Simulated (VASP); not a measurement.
# Ti (Fm-3m) in VASP: notebook, part 2 of 3

VASP 6.6.1.

### 3 Single point, RPBE

This run uses another cell than the first one, of 17.91 Å³/atom, 1.070 times its volume.

INCAR

```
ALGO = Fast
EDIFF = 1E-6
ENCUT = 520
GGA = RP
ISIF = 2
ISMEAR = -1
LASPH = T
LCHARG = F
LREAL = F
LWAVE = F
NBANDS = 12
NELM = 80
PREC = Accurate
SIGMA = 0.05
```

KPOINTS

```
k-points
0
Gamma
  11 11 11
```

POSCAR

```
Ti
1.0
    0.0000000000      2.0764476347      2.0764476347
    2.0764476347      0.0000000000      2.0764476347
    2.0764476347      2.0764476347      0.0000000000
Ti
1
Direct
    0.0000000000      0.0000000000      0.0000000000
```

Potentials or basis: VASP PAW PBE potentials, release 64 (Ti_sv).

The run is started by

```sh
cat potpaw_PBE.64/Ti_sv/POTCAR > POTCAR
mpirun -np 1 vasp_std > vasp.out
```

OUTCAR:

```text
EDIFF = 1E-6
   ENCUT = 520
   GGA = RP
   ISIF = 2
   ISMEAR = -1
   LASPH = T
   LREAL = F
   NELM = 80
   PREC = Accurate

 ion  position               nearest neighbor table
   1  0.000  0.000  0.000-

  LATTYP: Found a face centered cubic cell.
 ALAT       =     4.1528952694

  Lattice vectors:

 A1 = (   0.0000000000,   2.0764476347,   2.0764476347)
 A2 = (   2.0764476347,   0.0000000000,   2.0764476347)
 A3 = (   2.0764476347,   2.0764476347,   0.0000000000)

Analysis of symmetry for initial positions (statically):
=====================================================================
 Subroutine PRICEL returns:
 Original cell was already a primitive cell.

 Routine SETGRP: Setting up the symmetry group for a
 face centered cubic supercell.

 Subroutine GETGRP returns: Found 48 space group operations
 (whereof 48 operations were pure point group operations)
 out of a pool of 48 trial point group operations.

The static configuration has the point symmetry O_h .

Analysis of symmetry for dynamics (positions and initial velocities):
=====================================================================
 Subroutine PRICEL returns:
 Original cell was already a primitive cell.

 Routine SETGRP: Setting up the symmetry group for a
 face centered cubic supercell.

 Subroutine GETGRP returns: Found 48 space group operations
 (whereof 48 operations were pure point group operations)
 out of a pool of 48 trial point group operations.

The dynamic configuration has the point symmetry O_h .

 Subroutine INISYM returns: Found 48 space group operations
 (whereof 48 operations are pure point group operations),
 and found     1 'primitive' translations

----------------------------------------------------------------------------------------

                                     Primitive cell

  volume of cell :      17.9058

  direct lattice vectors                    reciprocal lattice vectors
     0.000000000  2.076447635  2.076447635    -0.240795863  0.240795863  0.240795863
     2.076447635  0.000000000  2.076447635     0.240795863 -0.240795863  0.240795863
     2.076447635  2.076447635  0.000000000     0.240795863  0.240795863 -0.240795863

  length of vectors
     2.936540407  2.936540407  2.936540407     0.417070669  0.417070669  0.417070669

  position of ions in fractional coordinates (direct lattice)
     0.000000000  0.000000000  0.000000000

  ion indices of the primitive-cell ions
   primitive index   ion index
                 1           1

----------------------------------------------------------------------------------------

 KPOINTS: k-points

Automatic generation of k-mesh.
 Grid dimensions read from file:
 generate k-points for:   11   11   11

 Generating k-lattice:

  Cartesian coordinates                     Fractional coordinates (reciprocal lattice)
    -0.021890533  0.021890533  0.021890533     0.090909091  0.000000000  0.000000000
     0.021890533 -0.021890533  0.021890533     0.000000000  0.090909091  0.000000000
     0.021890533  0.021890533 -0.021890533     0.000000000  0.000000000  0.090909091

  Length of vectors
     0.037915515  0.037915515  0.037915515

  Shift w.r.t. Gamma in fractional coordinates (k-lattice)
     0.000000000  0.000000000  0.000000000

 Subroutine IBZKPT returns following result:
 ===========================================

 Found     56 irreducible k-points:

 Following reciprocal coordinates:
            Coordinates               Weight
  0.000000  0.000000  0.000000      1.000000
  0.090909  0.000000  0.000000      8.000000
  0.181818  0.000000  0.000000      8.000000
  0.272727  0.000000  0.000000      8.000000
  0.363636  0.000000  0.000000      8.000000
  0.454545  0.000000  0.000000      8.000000
[... 16 lines left out ...]
 -0.272727  0.181818  0.000000     24.000000
 -0.181818  0.181818  0.000000     12.000000
 [... further k-points ...]
   k-points           NKPTS =     56   k-points in BZ     NKDIM =     56   number of bands    NBANDS=     12
   number of dos      NEDOS =    301   number of ions     NIONS =      1
   total plane-waves  NPLWV =  13824
   dimension x,y,z NGX =    24 NGY =   24 NGZ =   24
   dimension x,y,z NGXF=    48 NGYF=   48 NGZF=   48
   ions per type =               1
   NGX,Y,Z   is equivalent  to a cutoff of  13.59, 13.59, 13.59 a.u.
   NGXF,Y,Z  is equivalent  to a cutoff of  27.17, 27.17, 27.17 a.u.
 SYSTEM =  unknown system
   PREC   = accura    normal or accurate (medium, high low for compatibility)
   ISTART =      0    job   : 0-new  1-cont  2-samecut
   ICHARG =      2    charge: 1-file 2-atom 10-const
   ISPIN  =      1    spin polarized calculation?
   LNONCOLLINEAR =      F non collinear calculations
   LSORBIT =      F    spin-orbit coupling
   LASPH  =      T    aspherical Exc in radial PAW
   ENCUT  =  520.0 eV  38.22 Ry    6.18 a.u.   5.46  5.46  5.46*2*pi/ulx,y,z
   NELM   =     80;   NELMIN=  2; NELMDL= -5     # of ELM steps
   EDIFF  = 0.1E-05   stopping-criterion for ELM
   LREAL  =      F    real-space projection
[... 7 lines left out ...]
   TEBEG  =    0.0;   TEEND  =   0.0 temperature during run
   PSTRESS=    0.0 pullay stress
   NELECT =      12.0000    total number of electrons
   NUPDOWN=      -1.0000    fix difference up-down
   EMIN   =  10.00;   EMAX   =-10.00  energy-range for DOS
   EFERMI =   0.00;   METHOD = LEGACY
   ISMEAR =    -1;   SIGMA  =   0.05  broadening in eV -4-tet -1-fermi 0-gaus
   EFERMI_NEDOS =   21; number of points for ismear=-14 and -15
   IALGO  =     68    algorithm
   IMIX   =      4    mixing-type and parameters
     AMIX     =   0.40;   BMIX     =  1.00
     AMIX_MAG =   1.60;   BMIX_MAG =  1.00
  volume/ion in A,a.u.               =      17.91       120.83
  Fermi-wavevector in a.u.,A,eV,Ry     =   1.432642  2.707300 27.925445  2.052462
  Thomas-Fermi vector in A             =   2.552247
   LORBIT       =      0    0 simple, 1 ext, 2 COOP (PROOUT), +10 PAW based schemes
   GGA     = RP    functional components
   LHFCALC =     F    Hartree Fock is set to
   AEXX    =    0.0000 exact exchange contribution
   IVDW    =     0    specifies the selected vdW correction
   LEPSILON=     F    determine dielectric tensor
   LRPA    =     F    only Hartree local field effects (RPA)
 non-spin polarized calculation
 RMM-DIIS sequential band-by-band and
  energy-cutoff  :      520.00
  volume of cell :       17.91
 maximum number of plane-waves:       531
 NGX is ok and might be reduce to    24
   NGX = 11   NGY = 11   NGZ = 11

 number of electron      11.9999997 magnetization

 Free energy of the ion-electron system (eV)
  ---------------------------------------------------
  ext. energy  EPLUGINS =         0.00000000
  ---------------------------------------------------
  free energy    TOTEN  =        -7.38831791 eV

  energy without entropy =       -7.37446874  energy(sigma->0) =       -7.38139333

 E-fermi :   8.0079     XC(G=0): -11.2478

 val. band max:        8.0006932456   @ k =   0.4545   0.0909   0.0000
 cond. band min:       8.0227736679   @ k =   0.1818   0.1818   0.0000
 fundamental gap:      0.0220804224
 Fermi energy:         8.0079255051

 k-point     1 :       0.0000    0.0000    0.0000
  band No.  band energies     occupation
      1     -48.8866      2.00000
      2     -24.7120      2.00000
      3     -24.7120      2.00000
      4     -24.7120      2.00000
      5       1.9733      2.00000
      6       8.8820      0.00000
      7       8.8820      0.00000
      8       8.8820      0.00000
      9      10.4557      0.00000
     10      10.4557      0.00000
     11      23.0439      0.00000
     12      27.4119      0.00000

 k-point     2 :       0.0909    0.0000    0.0000
  band No.  band energies     occupation
      1     -48.8782      2.00000
      2     -24.7609      2.00000
      3     -24.7181      2.00000
      4     -24.7181      2.00000
      5       2.2315      2.00000
      6       8.7279      0.00000
      7       8.9705      0.00000
      8       8.9705      0.00000
      9      10.4015      0.00000
     10      10.4015      0.00000
     11      23.1999      0.00000
     12      25.6502      0.00000
[... 316 lines left out ...]
 k-point    24 :      -0.1818    0.1818    0.0000
  band No.  band energies     occupation
      1     -48.8163      2.00000
      2     -25.0427      2.00000
      3     -24.8484      2.00000
      4     -24.7507      2.00000
      5       4.3859      2.00000
      6       7.8566      1.90755
      7       8.8112      0.00000
      8       9.7269      0.00000
      9       9.7322      0.00000
     10      11.3483      0.00000
     11      21.1192      0.00000
     12      21.5032      0.00000

 [... further k-points ...]
[... 5 lines left out ...]
  --------------------------------------------------------------------------------------
  -------------------------------------------------------------------------------------
  Total       -0.0401387     -0.0401387     -0.0401387     -0.0000000      0.0000000     -0.0000000
  in kB       -3.5915413     -3.5915413     -3.5915413     -0.0000000      0.0000000     -0.0000000
  external PRESSURE =      -3.5915413 kB  Pullay stress =       0.0000000 kB

 VOLUME and BASIS-vectors are now :
 -----------------------------------------------------------------------------
  energy-cutoff  :      520.00
  volume of cell :       17.91
      direct lattice vectors                 reciprocal lattice vectors
     0.000000000  2.076447635  2.076447635    -0.240795863  0.240795863  0.240795863
     2.076447635  0.000000000  2.076447635     0.240795863 -0.240795863  0.240795863
     2.076447635  2.076447635  0.000000000     0.240795863  0.240795863 -0.240795863

 POSITION                                       TOTAL-FORCE (eV/Angst)
 -----------------------------------------------------------------------------------
      0.00000      0.00000      0.00000        -0.000000     -0.000000      0.000000
 -----------------------------------------------------------------------------------
    total drift:                               -0.000000      0.000000     -0.000000

  FREE ENERGIE OF THE ION-ELECTRON SYSTEM (eV)
  ---------------------------------------------------
  free  energy   TOTEN  =        -7.3883179112 eV

  energy  without entropy=       -7.3744687412  energy(sigma->0) =       -7.38139333
```

stdout:

```text
POSCAR found type information on POSCAR Ti
 POSCAR found :  1 types and       1 ions
 scaLAPACK will be used
 -----------------------------------------------------------------------------
|                                                                             |
|                                                                             |
|     You enforced a specific xc type in the INCAR file but a different       |
|     I HOPE YOU KNOW WHAT YOU ARE DOING!                                     |
|                                                                             |
 -----------------------------------------------------------------------------

 LDA part: xc-table for (Slater+PW92), standard interpolation
 POSCAR, INCAR and KPOINTS ok, starting setup
 FFT: planning ... GRIDC
 FFT: planning ... GRID_SOFT
 FFT: planning ... GRID
 WAVECAR not read
 entering main loop
```

It took 22 s on 1 thread of Intel Xeon 6975P-C, shared host; peak memory 0.14 GiB.

Results:

| Item | Value |
| --- | --- |
| Free energy | -7.3883 eV |
| Pressure | -0.4 GPa |
| Band gap on the k mesh | zero (band 6 reaches 8.88 eV, above the bottom of band 7 at 7.75 eV) |

Levels at points of the mesh, in eV from the Fermi level:
```tsv
k point	band 3	band 4	band 5	band 6	band 7	band 8	band 9	band 10
(0.00, 0.00, 0.00)	-32.72	-32.72	-6.03	0.87	0.87	0.87	2.45	2.45
```

Caveat: the PAW data sets were made with another functional, which shifts forces and pressure a little.

(Continued in part 3 of 3.)
